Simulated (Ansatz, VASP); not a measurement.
## InP: VASP beside Ansatz

INCAR

```
ALGO = Normal ; EDIFF = 1E-7
ENCUT = 520 ; ISIF = 2
ISMEAR = 0 ; LASPH = True
LCHARG = True ; LELF = True
LREAL = False ; LVHAR = True
LWAVE = False ; NBANDS = 16
NELM = 80 ; PREC = Accurate
SIGMA = 0.05
```

KPOINTS

```
k-points
0
Gamma
  12 12 12
```

POSCAR

```
InP
1.0
    0.0000000000      2.7106825712      3.0604974271
    3.0604974271      0.0000000000      3.0604974271
    3.0604974271      2.7106825712      0.0000000000
In P
1 1
Direct
    0.0000000000      0.0000000000      0.0000000000
    0.7500000000      0.7500000000      0.7500000000
```

Input for Ansatz:

```yaml
crystal:
  lattice:
    - [0.0, 2.7106825712, 3.0604974271]
    - [3.0604974271, 0.0, 3.0604974271]
    - [3.0604974271, 2.7106825712, 0.0]
  atoms:
    - { symbol: In, position: [0.0, 0.0, 0.0] }
    - { symbol: P, position: [0.75, 0.75, 0.75] }
basis:
  ecutwfc: 420
kpoints:
  mp_grid: { grid: [12, 12, 12] }
hamiltonian:
  xc: lda
  pseudopotentials: { kind: paw, azcp: { folder: soft_1 } }
scf:
  occupations: { method: gaussian, width: 0.05 }
output:
  forces: true
  stress: true
  eigenvalues: true
```

Alike in both runs: task single point; functional LDA; k mesh 12 × 12 × 12; occupations gaussian, width 0.05 eV; no spin polarisation.

|  | VASP | Ansatz |
| --- | --- | --- |
| version | VASP 6.6.1 | Ansatz 0.2.0 |
| potentials or method | VASP PAW LDA potentials, release 64 (In_d, P), cutoff 520 eV | scalar-relativistic, plane waves, PAW |
| valence electrons in the cell | 18 | 18 |

|  | VASP | Ansatz | Ansatz less VASP |
| --- | --- | --- | --- |
| gap on the k mesh at the Fermi level (eV) | 0.10 | 0.07 | -0.032 |
| least direct gap on the mesh (eV) | 0.10 | 0.07 | -0.032 |
| pressure (GPa) | -2.1 | -2.1 | -0.01 |
| traceless stress, the component that is largest in VASP (GPa) | 2.85 | 2.85 | +0.005 |

Ansatz warns that its potentials were made for another functional, while VASP's fit it. LDA's correlation is that of Perdew and Zunger in VASP and of Perdew and Wang (1992) in Ansatz.
